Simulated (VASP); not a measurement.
LiH:

```xyz
2
Lattice="0.0000 2.0350 2.0350 2.0350 0.0000 2.0350 2.0350 2.0350 0.0000" Properties=species:S:1:pos:R:3 pbc="T T T"
Li    0.0000    0.0000    0.0000
H     2.0350    2.0350    2.0350
```

```yaml
Program: VASP 6.6.1
Task: relaxation of cell and atoms
Functional: PBEsol
Potentials_or_basis: VASP PAW PBE potentials, release 64 (Li_sv, H)
Cutoff: 750 eV
k_mesh: 9 × 9 × 9
Occupations: fermi-dirac, width 0.02 eV
Spin: no spin polarisation
```

At the start: pressure -2.3 GPa; volume 8.43 Å³/atom.

Problem. Where does the relaxation end?

Solution. Over 3 steps the energy falls by 4.2 meV/atom and the volume is 7.92 Å³/atom (-6.0 %); space group Fm-3m (No. 225, to 0.05 Å).

Step by step:
```
step  energy change (eV)  largest force (eV/Å)  pressure (GPa)  volume (Å³)
   1              0.0000                0.0000           -2.31        16.85
   2             -0.0038                0.0000           -1.77        16.56
   3             -0.0084                0.0000           -0.25        15.85
```

Final structure:
```
CELL_PARAMETERS angstrom
0.00000 1.99359 1.99359
1.99359 0.00000 1.99359
1.99359 1.99359 0.00000
ATOMIC_POSITIONS crystal
Li 0.00000 0.00000 0.00000
H 0.50000 0.50000 0.50000
```

Caveat: the PAW data sets were made with another functional, which shifts forces and pressure a little.
